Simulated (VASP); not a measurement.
# ZrB2 (P6/mmm) in VASP: single point with r2SCAN+rVV10

Aim: the single point of ZrB2 with r2SCAN+rVV10.

Everything below comes from runs of VASP 6.6.1. Logs are shortened: lines on timing, memory, paths and dates and some standing lists are left out, and cuts for length are marked.

## 1. The cell of the first run

Symmetry: P6/mmm, No. 191, hexagonal system. Conventional cell: a = 3.170 Å, b = 3.170 Å, c = 3.533 Å, α = 90.00°, β = 90.00°, γ = 120.00°. Within 3.6 Å of Zr (site symmetry 6/mmm) lie 12 B at 2.54 Å and 8 Zr at 3.17 to 3.53 Å. Within 2.4 Å of B (site symmetry -6m2) lie 3 B at 1.83 Å.

## 2. Single point, r2SCAN+rVV10

Input file POSCAR:

```
ZrB2
1.0
    3.1700000000      0.0000000000      0.0000000000
   -1.5850000000      2.7453005300      0.0000000000
    0.0000000000      0.0000000000      3.5330000000
Zr B
1 2
Direct
    0.0000000000      0.0000000000      0.0000000000
    0.6666666667      0.3333333333      0.5000000000
    0.3333333333      0.6666666667      0.5000000000
```

Input file INCAR.step1:

```
SYSTEM = ZrB2
ALGO = Normal ; EDIFF = 1E-4
ENCUT = 520 ; GGA = PE
ISMEAR = -1 ; LASPH = .True.
LCHARG = .False. ; LREAL = .False.
LWAVE = .True. ; NBANDS = 16
NELM = 100 ; PREC = Accurate
SIGMA = 0.05
```

Input file INCAR.step2:

```
SYSTEM = ZrB2
ALGO = Normal ; BPARAM = 11.95
CPARAM = 0.0093 ; EDIFF = 1E-6
ENCUT = 520 ; ISIF = 2
ISMEAR = -1 ; ISTART = 1
IVDW_NL = 2 ; LASPH = .True.
LCHARG = .False. ; LMIXTAU = .True.
LREAL = .False. ; LUSE_VDW = .True.
LWAVE = .False. ; METAGGA = R2SCAN
NBANDS = 16 ; NELM = 100
PREC = Accurate ; SIGMA = 0.05
```

Input file KPOINTS:

```
k-points
0
Gamma
  10 10 8
  0 0 0
```

Potentials or basis: VASP PAW PBE potentials, release 64 (Zr_sv, B).

Started as:

```
cat potpaw_PBE.64/Zr_sv/POTCAR potpaw_PBE.64/B/POTCAR > POTCAR
cp INCAR.step1 INCAR
mpirun -np 1 vasp_std > vasp.out
cp INCAR.step2 INCAR
mpirun -np 1 vasp_std > vasp.out
```

OUTCAR:

```text
SYSTEM = ZrB2
   BPARAM = 11.95
   EDIFF = 1E-6
   ENCUT = 520
   ISIF = 2
   ISMEAR = -1
   ISTART = 1
   IVDW_NL = 2
   LASPH = .True.
   LREAL = .False.
   METAGGA = R2SCAN
   NELM = 100
   PREC = Accurate

 ion  position               nearest neighbor table
   1  0.000  0.000  0.000-   2 2.54   3 2.54   2 2.54   3 2.54   2 2.54   2 2.54   3 2.54   3 2.54
                             2 2.54   2 2.54   3 2.54   3 2.54
   2  0.667  0.333  0.500-   3 1.83   3 1.83   3 1.83   1 2.54   1 2.54   1 2.54   1 2.54   1 2.54
                             1 2.54
   3  0.333  0.667  0.500-   2 1.83   2 1.83   2 1.83   1 2.54   1 2.54   1 2.54   1 2.54   1 2.54
                             1 2.54

  LATTYP: Found a hexagonal cell.
 ALAT       =     3.1700000000
 C/A-ratio  =     1.1145110410

  Lattice vectors:

 A1 = (   3.1700000000,   0.0000000000,   0.0000000000)
 A2 = (  -1.5850000000,   2.7453005300,   0.0000000000)
 A3 = (   0.0000000000,   0.0000000000,   3.5330000000)

Analysis of symmetry for initial positions (statically):
=====================================================================
 Subroutine PRICEL returns:
 Original cell was already a primitive cell.

 Routine SETGRP: Setting up the symmetry group for a
 hexagonal supercell.

 Subroutine GETGRP returns: Found 24 space group operations
 (whereof 24 operations were pure point group operations)
 out of a pool of 24 trial point group operations.

The static configuration has the point symmetry D_6h.

Analysis of symmetry for dynamics (positions and initial velocities):
=====================================================================
 Subroutine PRICEL returns:
 Original cell was already a primitive cell.

 Routine SETGRP: Setting up the symmetry group for a
 hexagonal supercell.

 Subroutine GETGRP returns: Found 24 space group operations
 (whereof 24 operations were pure point group operations)
 out of a pool of 24 trial point group operations.

The dynamic configuration has the point symmetry D_6h.

 Subroutine INISYM returns: Found 24 space group operations
 (whereof 24 operations are pure point group operations),
 and found     1 'primitive' translations

----------------------------------------------------------------------------------------

                                     Primitive cell

  volume of cell :      30.7463

  direct lattice vectors                    reciprocal lattice vectors
     3.170000000  0.000000000  0.000000000     0.315457413  0.182129422  0.000000000
[... 92 lines left out ...]
   IBRION =     -1    ionic relax: 0-MD 1-quasi-New 2-CG
   NFREE  =      0    steps in history (QN), initial steepest desc. (CG)
   ISIF   =      2    stress and relaxation
   ISYM   =      2    0-nonsym 1-usesym 2-fastsym
   POTIM  = 0.5000    time-step for ionic-motion
   TEBEG  =    0.0;   TEEND  =   0.0 temperature during run
   PSTRESS=    0.0 pullay stress
   NELECT =      18.0000    total number of electrons
   NUPDOWN=      -1.0000    fix difference up-down
   EMIN   =  10.00;   EMAX   =-10.00  energy-range for DOS
   EFERMI =   0.00;   METHOD = LEGACY
   ISMEAR =    -1;   SIGMA  =   0.05  broadening in eV -4-tet -1-fermi 0-gaus
   EFERMI_NEDOS =   21; number of points for ismear=-14 and -15
   IALGO  =     38    algorithm
   IMIX   =      4    mixing-type and parameters
     AMIX     =   0.40;   BMIX     =  1.00
     AMIX_MAG =   1.60;   BMIX_MAG =  1.00
  volume/ion in A,a.u.               =      10.25        69.16
  Fermi-wavevector in a.u.,A,eV,Ry     =   1.369519  2.588016 25.518847  1.875582
  Thomas-Fermi vector in A             =   2.495387
   LORBIT       =      0    0 simple, 1 ext, 2 COOP (PROOUT), +10 PAW based schemes
   METAGGA = R2SCAN    functional components
   LHFCALC =     F    Hartree Fock is set to
   AEXX    =    0.0000 exact exchange contribution
   IVDW_NL    =     2    kernel type
   BPARAM     =11.9500
   IVDW    =     0    specifies the selected vdW correction
   LEPSILON=     F    determine dielectric tensor
   LRPA    =     F    only Hartree local field effects (RPA)
 non-spin polarized calculation
  energy-cutoff  :      520.00
  volume of cell :       30.75
 maximum number of plane-waves:       844
 NGX is ok and might be reduce to    24
   NGX = 11   NGY = 11   NGZ = 13

 number of electron      18.0000000 magnetization

 Free energy of the ion-electron system (eV)
  ---------------------------------------------------
  ext. energy  EPLUGINS =         0.00000000
  ---------------------------------------------------
  free energy    TOTEN  =       -40.43577244 eV

  energy without entropy =      -40.43297011  energy(sigma->0) =      -40.43437127

 E-fermi :  10.5601     XC(G=0): -13.3907

 val. band max:       10.5305949941   @ k =   0.2000   0.2000   0.1250
 cond. band min:      10.7230320241   @ k =   0.1000  -0.0000   0.5000
 fundamental gap:      0.1924370301
 Fermi energy:        10.5601290399

 k-point     1 :       0.0000    0.0000    0.0000
  band No.  band energies     occupation
      1     -39.7454      2.00000
      2     -17.2402      2.00000
      3     -16.6709      2.00000
      4     -16.6709      2.00000
      5      -3.0019      2.00000
      6       7.8529      2.00000
[... 433 lines left out ...]
      3     -17.0990      2.00000
      4     -16.9438      2.00000
      5       0.6753      2.00000
      6       2.0349      2.00000
[... 8 lines left out ...]
     15      19.3168      0.00000
     16      21.2294      0.00000

 [... further k-points ...]

------------------------ aborting loop because EDIFF is reached ----------------------------------------

  FORCE on cell =-STRESS in cart. coord.  units (eV):
  Direction    XX          YY          ZZ          XY          YZ          ZX
  --------------------------------------------------------------------------------------
  -------------------------------------------------------------------------------------
  Total       -0.1243827     -0.1243827      0.3077658      0.0000000     -0.0000000     -0.0000000
  in kB       -6.4815349     -6.4815349     16.0375538      0.0000000     -0.0000000     -0.0000000
  external PRESSURE =       1.0248280 kB  Pullay stress =       0.0000000 kB

 VOLUME and BASIS-vectors are now :
 -----------------------------------------------------------------------------
  energy-cutoff  :      520.00
  volume of cell :       30.75
      direct lattice vectors                 reciprocal lattice vectors
     3.170000000  0.000000000  0.000000000     0.315457413  0.182129422  0.000000000
    -1.585000000  2.745300530  0.000000000     0.000000000  0.364258845  0.000000000
     0.000000000  0.000000000  3.533000000     0.000000000  0.000000000  0.283045570

 POSITION                                       TOTAL-FORCE (eV/Angst)
 -----------------------------------------------------------------------------------
      0.00000      0.00000      0.00000        -0.000000      0.000000      0.000000
      1.58500      0.91510      1.76650        -0.000000      0.000000      0.000000
     -0.00000      1.83020      1.76650         0.000000     -0.000000      0.000000
 -----------------------------------------------------------------------------------
    total drift:                               -0.000000      0.000000      0.000000

  FREE ENERGIE OF THE ION-ELECTRON SYSTEM (eV)
  ---------------------------------------------------
  free  energy   TOTEN  =       -40.4357724408 eV

  energy  without entropy=      -40.4329701091  energy(sigma->0) =      -40.43437127
```

OSZICAR.step1:

```text
N       E                     dE             d eps       ncg     rms          rms(c)
DAV:   1     0.102390623947E+03    0.10239E+03   -0.97368E+03  2248   0.112E+03
DAV:   2    -0.236617366665E+02   -0.12605E+03   -0.12110E+03  2888   0.290E+02
DAV:   3    -0.275901571373E+02   -0.39284E+01   -0.39098E+01  3504   0.443E+01
DAV:   4    -0.276520456569E+02   -0.61889E-01   -0.61880E-01  2632   0.494E+00
DAV:   5    -0.276533676657E+02   -0.13220E-02   -0.13220E-02  3424   0.514E-01    0.215E+01
DAV:   6    -0.250202564378E+02    0.26331E+01   -0.58570E+00  2896   0.161E+01    0.865E+00
DAV:   7    -0.249767937806E+02    0.43463E-01   -0.62142E-01  3072   0.493E+00    0.317E+00
DAV:   8    -0.249803082386E+02   -0.35145E-02   -0.98223E-02  2664   0.251E+00    0.402E-01
DAV:   9    -0.249761041817E+02    0.42041E-02   -0.20452E-02  2728   0.105E+00    0.211E-01
DAV:  10    -0.249758144348E+02    0.28975E-03   -0.16097E-03  2600   0.367E-01    0.363E-02
DAV:  11    -0.249758236689E+02   -0.92341E-05   -0.53547E-05  1560   0.734E-02
   1 F= -.24975824E+02 E0= -.24974405E+02  d E =-.283718E-02
```

Wall time 2.4 min (1 thread of Intel Xeon 8259CL, shared host); peak memory 0.25 GiB.

What came out:

| Quantity | Value |
| --- | --- |
| Free energy | -40.4358 eV |
| Pressure | 0.1 GPa |
| Band gap on the k mesh | zero (bands 9 and 10 overlap by 0.87 eV) |

Stress tensor (GPa, compression positive):
```
-0.65  0.00  0.00
 0.00 -0.65  0.00
 0.00  0.00  1.60
```

Caveat: the PAW data sets were made with another functional, which shifts forces and pressure a little.
